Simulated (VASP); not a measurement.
Here is a VASP 6.6.1 calculation.

POSCAR

```
IrRu
1.0
    2.7249110840      0.0000000000      0.0000000000
   -1.3624555420      2.3598422218      0.0000000000
    0.0000000000      0.0000000000      4.3306976446
Ru Ir
1 1
Direct
    0.6666666667      0.3333333333      0.0000000000
    0.0000000000      0.0000000000      0.5000000000
```

Contents of INCAR.step1:

```
ALGO = Normal
EDIFF = 1E-5
ENCUT = 660
GGA = PE
GGA_COMPAT = False
ISMEAR = 0
LASPH = True
LCHARG = False
LREAL = False
LWAVE = True
NBANDS = 24
NELM = 120
PREC = Accurate
SIGMA = 0.1
```

File INCAR.step2:

```
ALGO = Normal
EDIFF = 1E-6
ENCUT = 660
GGA_COMPAT = False
ISIF = 2
ISMEAR = 0
ISTART = 1
LASPH = True
LCHARG = False
LMIXTAU = True
LREAL = False
LWAVE = False
METAGGA = R2SCAN
NBANDS = 24
NELM = 120
PREC = Accurate
SIGMA = 0.1
```

Contents of KPOINTS:

```
k-points
0
Gamma
  12 12 8
```

Potentials or basis: VASP PAW PBE potentials, release 64 (Ru_sv, Ir_sv_GW).

Command:

```console
$ cat potpaw_PBE.64/Ru_sv/POTCAR potpaw_PBE.64/Ir_sv_GW/POTCAR > POTCAR
$ cp INCAR.step1 INCAR
$ mpirun -np 1 vasp_std > vasp.out
$ cp INCAR.step2 INCAR
$ mpirun -np 1 vasp_std > vasp.out
```

(1) Predict the pressure.

Answers

(1) -1.9 GPa.

Caveat: the PAW data sets were made with another functional, which shifts forces and pressure a little.
